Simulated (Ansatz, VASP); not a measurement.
Zn: VASP beside Ansatz

Contents of INCAR:

```
PREC = Accurate ; ENCUT = 600
EDIFF = 1E-7 ; ISMEAR = -1
SIGMA = 0.1 ; LREAL = F
LASPH = T ; NELM = 80
ALGO = Normal ; ISIF = 3
LWAVE = F ; LCHARG = F
GGA = RP ; IBRION = 2
NSW = 80 ; EDIFFG = -0.01
```

The input KPOINTS:

```
Automatic mesh
0
Gamma
  10 10 10
```

File POSCAR:

```
Zn
1.0
    0.0000000000      2.7383746181      2.7383746181
    2.7383746181      0.0000000000      2.7383746181
    2.7383746181      2.7383746181      0.0000000000
Zn
2
Direct
    0.1250000000      0.1250000000      0.1250000000
    0.8750000000      0.8750000000      0.8750000000
```

Input for Ansatz:

```yaml
crystal:
  lattice:
    - [0.0, 2.7383746181, 2.7383746181]
    - [2.7383746181, 0.0, 2.7383746181]
    - [2.7383746181, 2.7383746181, 0.0]
  atoms:
    - { symbol: Zn, position: [0.125, 0.125, 0.125] }
    - { symbol: Zn, position: [0.875, 0.875, 0.875] }
hamiltonian:
  xc: rpbe
  pseudopotentials:
    kind: paw
    azcp:
      Zn: "pseudopotentials/Zn.paw.azcp"
basis:
  ecutwfc: 420
  fft_grid_basis: typed
kpoints:
  mp_grid: { grid: [10, 10, 10], shift: [0, 0, 0] }
magnetization:
  spin_polarized: false
scf:
  occupations: { method: fermi_dirac, width: 0.1 }
relax:
  max_steps: 60
  f_tol: 0.01
  cell: {}
```

Alike in both runs: task relaxation of cell and atoms; functional RPBE; k mesh 10 × 10 × 10; occupations fermi-dirac, width 0.1 eV; no spin polarisation.

|  | VASP | Ansatz |
| --- | --- | --- |
| version | VASP 6.6.1 | Ansatz 0.2.0 |
| potentials or method | VASP PAW PBE potentials, release 64 (Zn), cutoff 600 eV | plane waves (420 eV) with PAW, scalar-relativistic |
| valence electrons in the cell | 24 | 24 |

Ansatz gave:

- relaxed volume (Å³/atom): 26.63
- relaxed length of the cell vector where the two differ most in proportion (Å): 4.223

**Question.** Which values does VASP return?

**Answer.** Relaxed volume (Å³/atom): 26.92; relaxed length of the cell vector where the two differ most in proportion (Å): 4.239.

VASP's potentials were made for PBE, not for RPBE.

Noted on VASP's run: the volume moved by over 15 % at a fixed basis, so the end points are rough.
